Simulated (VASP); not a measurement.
# Ru (P6_3/mmc) in VASP: further runs, part 2 of 2

VASP 6.6.1. Earlier steps stand in the parts before.

### Step 3. Single point, PBE

This run uses another cell than the first one, of 14.25 Å³/atom, 1.024 times its volume.

INCAR reads:

```
SYSTEM = Ru
ALGO = Normal
EDIFF = 1E-6
ENCUT = 520
GGA = PE
ISIF = 2
ISMEAR = 1
LASPH = .TRUE.
LCHARG = .TRUE.
LELF = .TRUE.
LREAL = .FALSE.
LVHAR = .TRUE.
LWAVE = .FALSE.
NBANDS = 21
NELM = 100
PREC = Accurate
SIGMA = 0.05
```

KPOINTS reads:

```
k-points
0
G
  12 12 7
  0 0 0
```

POSCAR reads:

```
Ru
1.0
    2.7501652623      0.0000000000      0.0000000000
   -1.3750826311      2.3817129842      0.0000000000
    0.0000000000      0.0000000000      4.3521075602
Ru
2
Direct
    0.3333333333      0.6666666667      0.2500000000
    0.6666666667      0.3333333333      0.7500000000
```

Potentials or basis: VASP PAW PBE potentials, release 64 (Ru_pv).

The run is started by

```console
cat potpaw_PBE.64/Ru_pv/POTCAR > POTCAR
mpirun -np 1 vasp_std > vasp.out
```

OUTCAR:

```text
SYSTEM = Ru
   EDIFF = 1E-6
   ENCUT = 520
   GGA = PE
   ISIF = 2
   ISMEAR = 1
   LASPH = .TRUE.
   LREAL = .FALSE.
   NELM = 100
   PREC = Accurate

 ion  position               nearest neighbor table
   1  0.333  0.667  0.250-   2 2.69   2 2.69   2 2.69   2 2.69   2 2.69   2 2.69
   2  0.667  0.333  0.750-   1 2.69   1 2.69   1 2.69   1 2.69   1 2.69   1 2.69

  LATTYP: Found a hexagonal cell.
 ALAT       =     2.7501652623
 C/A-ratio  =     1.5824894670

  Lattice vectors:

 A1 = (   2.7501652623,   0.0000000000,   0.0000000000)
 A2 = (  -1.3750826311,   2.3817129842,   0.0000000000)
 A3 = (   0.0000000000,   0.0000000000,   4.3521075602)

Analysis of symmetry for initial positions (statically):
=====================================================================
 Subroutine PRICEL returns:
 Original cell was already a primitive cell.

 Routine SETGRP: Setting up the symmetry group for a
 hexagonal supercell.

 Subroutine GETGRP returns: Found 24 space group operations
 (whereof 12 operations were pure point group operations)
 out of a pool of 24 trial point group operations.

The static configuration has the point symmetry D_3d.
 The point group associated with its full space group is D_6h.

Analysis of symmetry for dynamics (positions and initial velocities):
=====================================================================
 Subroutine PRICEL returns:
 Original cell was already a primitive cell.

 Routine SETGRP: Setting up the symmetry group for a
 hexagonal supercell.

 Subroutine GETGRP returns: Found 24 space group operations
 (whereof 12 operations were pure point group operations)
 out of a pool of 24 trial point group operations.

The dynamic configuration has the point symmetry D_3d.
 The point group associated with its full space group is D_6h.

 Subroutine INISYM returns: Found 24 space group operations
 (whereof 12 operations are pure point group operations),
 and found     1 'primitive' translations

[... 111 lines left out ...]
   IALGO  =     38    algorithm
   IMIX   =      4    mixing-type and parameters
     AMIX     =   0.40;   BMIX     =  1.00
     AMIX_MAG =   1.60;   BMIX_MAG =  1.00
  volume/ion in A,a.u.               =      14.25        96.19
  Fermi-wavevector in a.u.,A,eV,Ry     =   1.627340  3.075226 36.031419  2.648235
  Thomas-Fermi vector in A             =   2.720151
   LORBIT       =      0    0 simple, 1 ext, 2 COOP (PROOUT), +10 PAW based schemes
   GGA     = PE    functional components
   LHFCALC =     F    Hartree Fock is set to
   AEXX    =    0.0000 exact exchange contribution
   IVDW    =     0    specifies the selected vdW correction
   LEPSILON=     F    determine dielectric tensor
   LRPA    =     F    only Hartree local field effects (RPA)
 non-spin polarized calculation
 Methfessel and Paxton  Order N= 1 SIGMA  =   0.05
  energy-cutoff  :      520.00
  volume of cell :       28.51
 maximum number of plane-waves:       784
   NGX = 11   NGY = 11   NGZ = 17

 number of electron      28.0000007 magnetization

 Free energy of the ion-electron system (eV)
  ---------------------------------------------------
  ext. energy  EPLUGINS =         0.00000000
  ---------------------------------------------------
  free energy    TOTEN  =       -18.44417553 eV

  energy without entropy =      -18.44434660  energy(sigma->0) =      -18.44423255

 E-fermi :  12.0058     XC(G=0): -13.8211

 val. band max:       12.0001226460   @ k =   0.3333   0.1667   0.2857
 cond. band min:      12.0217912859   @ k =   0.3333   0.0833   0.2857
 fundamental gap:      0.0216686399
 Fermi energy:        12.0057617882

 k-point     1 :       0.0000    0.0000    0.0000
  band No.  band energies     occupation
      1     -31.5009      2.00000
      2     -30.7191      2.00000
      3     -30.7191      2.00000
      4     -30.5731      2.00000
      5     -30.5731      2.00000
      6     -30.5285      2.00000
[... 565 lines left out ...]
     20      22.4389      0.00000
     21      23.0549      0.00000

 [... further k-points ...]

------------------------ aborting loop because EDIFF is reached ----------------------------------------

  FORCE on cell =-STRESS in cart. coord.  units (eV):
  Direction    XX          YY          ZZ          XY          YZ          ZX
  --------------------------------------------------------------------------------------
  -------------------------------------------------------------------------------------
  Total       -1.7970965     -1.7970965     -1.8816931     -0.0000000      0.0000000      0.0000000
  in kB     -101.0029724   -101.0029726   -105.7575868     -0.0000000      0.0000000      0.0000000
  external PRESSURE =    -102.5878439 kB  Pullay stress =       0.0000000 kB

 VOLUME and BASIS-vectors are now :
 -----------------------------------------------------------------------------
  energy-cutoff  :      520.00
  volume of cell :       28.51
      direct lattice vectors                 reciprocal lattice vectors
     2.750165262  0.000000000  0.000000000     0.363614512  0.209932936  0.000000000
    -1.375082631  2.381712984  0.000000000     0.000000000  0.419865872  0.000000000
     0.000000000  0.000000000  4.352107560     0.000000000  0.000000000  0.229773733

 POSITION                                       TOTAL-FORCE (eV/Angst)
 -----------------------------------------------------------------------------------
     -0.00000      1.58781      1.08803         0.000000     -0.000000      0.000000
      1.37508      0.79390      3.26408        -0.000000      0.000000      0.000000
 -----------------------------------------------------------------------------------
    total drift:                               -0.000000      0.000000     -0.000000

  FREE ENERGIE OF THE ION-ELECTRON SYSTEM (eV)
  ---------------------------------------------------
  free  energy   TOTEN  =       -18.4441755290 eV

  energy  without entropy=      -18.4443466034  energy(sigma->0) =      -18.44423255
```

OSZICAR:

```text
N       E                     dE             d eps       ncg     rms          rms(c)
DAV:   1     0.287415268751E+03    0.28742E+03   -0.17477E+04  3192   0.147E+03
DAV:   2    -0.140730782299E+02   -0.30149E+03   -0.29221E+03  3272   0.442E+02
DAV:   3    -0.197921333233E+02   -0.57191E+01   -0.56904E+01  3702   0.684E+01
DAV:   4    -0.198355452402E+02   -0.43412E-01   -0.43367E-01  4038   0.564E+00
DAV:   5    -0.198361186336E+02   -0.57339E-03   -0.56872E-03  3636   0.572E-01    0.158E+01
DAV:   6    -0.185168724303E+02    0.13192E+01   -0.31200E+00  3602   0.172E+01    0.374E+00
DAV:   7    -0.184512144860E+02    0.65658E-01   -0.34301E-01  3722   0.424E+00    0.935E-01
DAV:   8    -0.184443905140E+02    0.68240E-02   -0.16373E-02  3518   0.922E-01    0.233E-01
DAV:   9    -0.184441647762E+02    0.22574E-03   -0.78627E-04  3666   0.294E-01    0.330E-02
DAV:  10    -0.184441787552E+02   -0.13979E-04   -0.42171E-05  3617   0.666E-02    0.169E-02
DAV:  11    -0.184441760593E+02    0.26959E-05   -0.93847E-06  3597   0.284E-02    0.293E-03
DAV:  12    -0.184441755290E+02    0.53029E-06   -0.34289E-07  2181   0.629E-03
   1 F= -.18444176E+02 E0= -.18444233E+02  d E =0.171074E-03
```

Wall time 40 s (1 thread of Intel Xeon Platinum 8259CL at 2.50GHz (Skylake/Cascade Lake), shared host); peak memory 0.16 GiB.

Results:

| Quantity | Value |
| --- | --- |
| Free energy | -18.4442 eV |
| Pressure | -10.3 GPa |
| Band gap on the k mesh | zero (band 14 reaches 13.27 eV, above the bottom of band 15 at 10.53 eV) |

Levels at points of the mesh, in eV from the Fermi level:
```csv
k point,band 12,band 13,band 14,band 15,band 16,band 17
"(0.00, 0.00, 0.00)",-1.82,-1.82,-1.33,-1.33,1.06,1.06
"(0.50, 0.00, 0.00)",-1.74,-1.46,1.26,1.65,1.72,3.77
```

### Step 4. Single point, PBE

This run uses another cell than the first one, of 14.59 Å³/atom, 1.049 times its volume.

INCAR reads:

```
PREC     = Accurate       # precision mode
ENCUT    = 520            # plane-wave cutoff, eV
EDIFF    = 1E-6           # SCF threshold, eV
ISMEAR   = 1              # smearing method
SIGMA    = 0.05           # smearing width, eV
LREAL    = F              # projectors in reciprocal space
LASPH    = T              # aspherical terms in the spheres
NELM     = 80             # most SCF steps
ALGO     = Normal         # electronic algorithm
ISIF     = 2              # what is computed and relaxed
LWAVE    = F              # write WAVECAR
LCHARG   = F              # write CHGCAR
GGA      = PE             # functional
NBANDS   = 21             # bands
```

KPOINTS reads:

```
regular mesh
0
Gamma
  12 12 7
```

POSCAR reads:

```
Ru
1.0
    2.7718209985      0.0000000000      0.0000000000
   -1.3859104992      2.4004674019      0.0000000000
    0.0000000000      0.0000000000      4.3863775347
Ru
2
Direct
    0.3333333333      0.6666666667      0.2500000000
    0.6666666667      0.3333333333      0.7500000000
```

Potentials or basis: VASP PAW PBE potentials, release 64 (Ru_pv).

The run is started by

```console
cat potpaw_PBE.64/Ru_pv/POTCAR > POTCAR
mpirun -np 1 vasp_std > vasp.out
```

OUTCAR:

```text
PREC = Accurate
   ENCUT = 520
   EDIFF = 1E-6
   ISMEAR = 1
   LREAL = F
   LASPH = T
   NELM = 80
   ISIF = 2
   GGA = PE

 ion  position               nearest neighbor table
   1  0.333  0.667  0.250-   2 2.71   2 2.71   2 2.71   2 2.71   2 2.71   2 2.71
   2  0.667  0.333  0.750-   1 2.71   1 2.71   1 2.71   1 2.71   1 2.71   1 2.71

  LATTYP: Found a hexagonal cell.
 ALAT       =     2.7718209985
 C/A-ratio  =     1.5824894671

  Lattice vectors:

[... 190 lines left out ...]
      1     -31.8284      2.00000
      2     -31.1066      2.00000
      3     -31.1066      2.00000
      4     -30.9711      2.00000
      5     -30.9711      2.00000
      6     -30.9298      2.00000
[... 565 lines left out ...]
     20      22.0662      0.00000
     21      22.4261      0.00000

 [... further k-points ...]
[... 5 lines left out ...]
  --------------------------------------------------------------------------------------
  -------------------------------------------------------------------------------------
  Total       -2.8763767     -2.8763767     -3.0308292     -0.0000000     -0.0000000     -0.0000000
  in kB     -157.9026213   -157.9026217   -166.3815038     -0.0000000     -0.0000000     -0.0000000
  external PRESSURE =    -160.7289156 kB  Pullay stress =       0.0000000 kB

 VOLUME and BASIS-vectors are now :
 -----------------------------------------------------------------------------
  energy-cutoff  :      520.00
  volume of cell :       29.19
      direct lattice vectors                 reciprocal lattice vectors
     2.771820998  0.000000000  0.000000000     0.360773658  0.208292768  0.000000000
    -1.385910499  2.400467402  0.000000000     0.000000000  0.416585536  0.000000000
     0.000000000  0.000000000  4.386377535     0.000000000  0.000000000  0.227978552

 POSITION                                       TOTAL-FORCE (eV/Angst)
 -----------------------------------------------------------------------------------
     -0.00000      1.60031      1.09659         0.000000      0.000000      0.000000
      1.38591      0.80016      3.28978        -0.000000      0.000000      0.000000
 -----------------------------------------------------------------------------------
    total drift:                               -0.000000      0.000000     -0.000000

  FREE ENERGIE OF THE ION-ELECTRON SYSTEM (eV)
  ---------------------------------------------------
  free  energy   TOTEN  =       -18.3885892652 eV

  energy  without entropy=      -18.3887744869  energy(sigma->0) =      -18.38865101
```

OSZICAR:

```text
N       E                     dE             d eps       ncg     rms          rms(c)
DAV:   1     0.286107598273E+03    0.28611E+03   -0.17578E+04  3208   0.147E+03
DAV:   2    -0.140420974562E+02   -0.30015E+03   -0.29131E+03  3292   0.440E+02
DAV:   3    -0.197568564399E+02   -0.57148E+01   -0.56827E+01  3762   0.679E+01
DAV:   4    -0.198015324849E+02   -0.44676E-01   -0.44638E-01  4155   0.568E+00
DAV:   5    -0.198020327266E+02   -0.50024E-03   -0.49779E-03  3660   0.523E-01    0.150E+01
DAV:   6    -0.184549300889E+02    0.13471E+01   -0.32328E+00  3617   0.174E+01    0.333E+00
DAV:   7    -0.183952935403E+02    0.59637E-01   -0.32078E-01  3707   0.402E+00    0.889E-01
DAV:   8    -0.183888184556E+02    0.64751E-02   -0.16748E-02  3487   0.896E-01    0.228E-01
DAV:   9    -0.183885782598E+02    0.24020E-03   -0.85606E-04  3668   0.307E-01    0.326E-02
DAV:  10    -0.183885930807E+02   -0.14821E-04   -0.50239E-05  3657   0.723E-02    0.186E-02
DAV:  11    -0.183885897664E+02    0.33144E-05   -0.11129E-05  3687   0.306E-02    0.280E-03
DAV:  12    -0.183885892652E+02    0.50116E-06   -0.33390E-07  2146   0.621E-03
   1 F= -.18388589E+02 E0= -.18388651E+02  d E =0.185222E-03
```

It took 40 s on 1 thread of Intel Xeon Platinum 8259CL at 2.50GHz (Skylake/Cascade Lake), shared host; peak memory 0.17 GiB.

Results:

| Property | Result |
| --- | --- |
| Free energy | -18.3886 eV |
| Pressure | -16.1 GPa |
| Band gap on the k mesh | zero (band 14 reaches 12.81 eV, above the bottom of band 15 at 10.18 eV) |

### Step 5. Single point, PBE

This run uses another cell than the first one, of 14.93 Å³/atom, 1.073 times its volume.

INCAR reads:

```
SYSTEM = Ru
PREC     = Accurate       ! precision mode
ENCUT    = 520            ! plane-wave cutoff, eV
EDIFF    = 1E-6           ! SCF threshold, eV
ISMEAR   = 1              ! smearing method
SIGMA    = 0.05           ! smearing width, eV
LREAL    = .False.        ! projectors in reciprocal space
LASPH    = .True.         ! aspherical terms in the spheres
NELM     = 60             ! most SCF steps
ALGO     = Normal         ! electronic algorithm
ISIF     = 2              ! what is computed and relaxed
LWAVE    = .False.        ! write WAVECAR
LCHARG   = .False.        ! write CHGCAR
GGA      = PE             ! functional
NBANDS   = 21             ! bands
```

KPOINTS reads:

```
Automatic mesh
0
Gamma
  12 12 7
  0 0 0
```

POSCAR reads:

```
Ru
1.0
    2.7931435364      0.0000000000      0.0000000000
   -1.3965717682      2.4189332615      0.0000000000
    0.0000000000      0.0000000000      4.4201202264
Ru
2
Direct
    0.3333333333      0.6666666667      0.2500000000
    0.6666666667      0.3333333333      0.7500000000
```

The run is started by

```console
cat potpaw_PBE.64/Ru_pv/POTCAR > POTCAR
mpirun -np 1 vasp_std > vasp.out
```

Run time: 40 s. Hardware: 1 thread of Intel Xeon Platinum 8259CL at 2.50GHz (Skylake/Cascade Lake), shared host; peak memory 0.17 GiB.

The run converged. Its results:

```yaml
Free_energy: -18.3101 eV
Pressure: -21.1 GPa
Band_gap_on_the_k_mesh: zero (band 14 reaches 12.37 eV, above the bottom of band 15 at 9.84 eV)
```

Stress tensor (GPa, compression positive):
```
-20.68   0.00   0.00
  0.00 -20.68   0.00
  0.00   0.00 -21.86
```

Levels at points of the mesh, in eV from the Fermi level:
```csv
k point,band 11,band 12,band 13,band 14,band 15,band 16,band 17,band 18
"(0.00, 0.00, 0.00)",-2.13,-1.70,-1.70,-1.24,-1.24,0.98,0.98,1.19
"(0.50, 0.00, 0.00)",-1.86,-1.65,-1.37,1.16,1.52,1.59,3.55,5.43
```

### Step 6. Overview

```csv
cell,gap on the mesh (eV),pressure (GPa)
"a = 2.728, b = 2.728, c = 4.317 Å, angles 90.0, 90.0, 120.0°, 2 atoms",none,-3.5
"a = 2.750, b = 2.750, c = 4.352 Å, angles 90.0, 90.0, 120.0°, 2 atoms",none,-10.3
"a = 2.772, b = 2.772, c = 4.386 Å, angles 90.0, 90.0, 120.0°, 2 atoms",none,-16.1
"a = 2.793, b = 2.793, c = 4.420 Å, angles 90.0, 90.0, 120.0°, 2 atoms",none,-21.1
```

Alike in all rows: task single point; level PBE; potentials or basis VASP PAW PBE potentials, release 64 (Ru_pv); no spin polarisation; k mesh 12 × 12 × 7; cutoff (eV) 520; smearing methfessel-paxton 0.05 eV.

Total energies depend on the potentials used, so only differences within one code and one set of settings carry meaning.
